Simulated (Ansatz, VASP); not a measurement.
## Au: VASP beside Ansatz

File INCAR:

```
PREC     = Accurate       # precision mode
ENCUT    = 500            # plane-wave cutoff, eV
EDIFF    = 1E-6           # SCF threshold, eV
ISMEAR   = 1              # smearing method
SIGMA    = 0.2            # smearing width, eV
LREAL    = F              # projectors in reciprocal space
LASPH    = T              # aspherical terms in the spheres
NELM     = 120            # most SCF steps
ALGO     = Normal         # electronic algorithm
ISIF     = 2              # what is computed and relaxed
LWAVE    = F              # write WAVECAR
LCHARG   = F              # write CHGCAR
GGA      = PE             # functional
NBANDS   = 12             # bands
GGA_COMPAT= F
```

KPOINTS

```
Automatic mesh
0
Gamma
  18 18 18
```

POSCAR

```
Au
1.0
    0.0000000000      2.1394407259      2.1394407259
    2.1394407259      0.0000000000      2.1394407259
    2.1394407259      2.1394407259      0.0000000000
Au
1
Direct
    0.0000000000      0.0000000000      0.0000000000
```

Input for Ansatz:

```yaml
crystal:
  lattice:
    - [0.0, 2.1394407259, 2.1394407259]
    - [2.1394407259, 0.0, 2.1394407259]
    - [2.1394407259, 2.1394407259, 0.0]
  atoms:
    - { symbol: Au, position: [0.0, 0.0, 0.0] }
basis:
  ecutwfc: 420
kpoints:
  mp_grid: { grid: [18, 18, 18] }
hamiltonian:
  xc: pbe
scf:
  occupations: { method: methfessel_paxton, width: 0.2 }
output:
  forces: true
  stress: true
  eigenvalues: true
  write_density: true
  write_potential: true
  elf: true
  volumetric_format: npy
```

Alike in both runs: task single point; functional PBE; k mesh 18 × 18 × 18; occupations methfessel-paxton of order 1, width 0.2 eV; no spin polarisation.

```csv
,VASP,Ansatz
version,VASP 6.6.1,Ansatz 0.2.0
potentials or method,"VASP PAW PBE potentials, release 64 (Au), cutoff 500 eV","scalar-relativistic, plane waves, PAW"
valence electrons in the cell,11,19
```

```csv
,VASP,Ansatz,Ansatz less VASP
gap on the k mesh at the Fermi level (eV),none,none,-
pressure (GPa),-9.5,-9.3,+0.12
```

A gap of «none» marks a metal or a gap that the smearing closes. VASP's potentials hold 11 valence electrons a cell and Ansatz's 19, so a difference there can come from the potentials and not from the codes.

Neither program's run includes spin-orbit coupling.
